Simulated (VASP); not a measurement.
Input of a VASP 6.6.1 run:

File INCAR:

```
SYSTEM = Al3O
  PREC = Accurate
  ENCUT = 520
  EDIFF = 1E-7
  ISMEAR = 0
  SIGMA = 0.1
  LREAL = .False.
  LASPH = .True.
  NELM = 80
  ALGO = Normal
  ISIF = 2
  LWAVE = .False.
  LCHARG = .False.
  LDIPOL = .True.
  IDIPOL = 3
  DIPOL = 0.5 0.5 0.344
  GGA = PS
  NBANDS = 16
```

Contents of KPOINTS:

```
Automatic mesh
0
Gamma
  9 9 1
  0 0 0
```

POSCAR

```
Al3O
1.0
    2.8394270062      0.0000000000      0.0000000000
    0.0000000000      2.8394270062      0.0000000000
    0.0000000000      0.0000000000     19.6413451717
Al O
3 1
Direct
    0.5000000000      0.5000000000      0.2036520394
    0.0000000000      0.0000000000      0.3090064802
    0.5000000000      0.5000000000      0.4145003868
    0.8333333333      1.0000000000      0.4479468873
```

Potentials or basis: VASP PAW PBE potentials, release 64 (Al, O).

The run is started by

```console
$ cat potpaw_PBE.64/Al/POTCAR potpaw_PBE.64/O/POTCAR > POTCAR
$ mpirun -np 1 vasp_std > vasp.out
```

(1) Predict the largest force.

Results:

(1) 0.536 eV/Å.

Caveat: the PAW data sets were made with another functional, which shifts forces and pressure a little; an odd number of electrons without spin polarisation forces a metal; a magnetic or distorted state may lie lower.
